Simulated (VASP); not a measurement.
**BP: single point with BLYP**

The system is BP.

```
CELL_PARAMETERS angstrom
0.00000 2.26680 2.26680
2.26680 0.00000 2.26680
2.26680 2.26680 0.00000
ATOMIC_POSITIONS crystal
B 0.00000 0.00000 0.00000
P 0.75000 0.75000 0.75000
```

This cell differs from its parent crystal: volume scaled by 0.96.

- Program: VASP 6.6.1
- Task: single point
- Functional: BLYP
- Potentials or basis: VASP PAW PBE potentials, release 64 (B, P)
- Cutoff: 520 eV
- k mesh: 8 × 8 × 8
- Occupations: gaussian, width 0.05 eV
- Spin: no spin polarisation

```yaml
Pressure: 6.4 GPa
Band_gap_on_the_k_mesh: 1.56 eV, indirect (least direct gap 3.59 eV)
```

Levels at points of the mesh, in eV from the valence-band top:
```tsv
k point	band 2	band 3	band 4	band 5	band 6	band 7
(0.00, 0.00, 0.00)	0.00	0.00	0.00	3.59	3.59	3.59
(0.50, 0.00, 0.00)	-8.85	-1.72	-1.72	3.97	4.95	4.95
(0.50, 0.50, 0.00)	-8.45	-4.02	-4.02	1.65	1.97	12.21
```

Run time: 10 s on 1 thread of Intel Xeon 6975P-C, with other jobs on the host, peak memory 0.13 GiB.

Caveat: the PAW data sets were made with another functional, which shifts forces and pressure a little. A k mesh can miss the band edges.
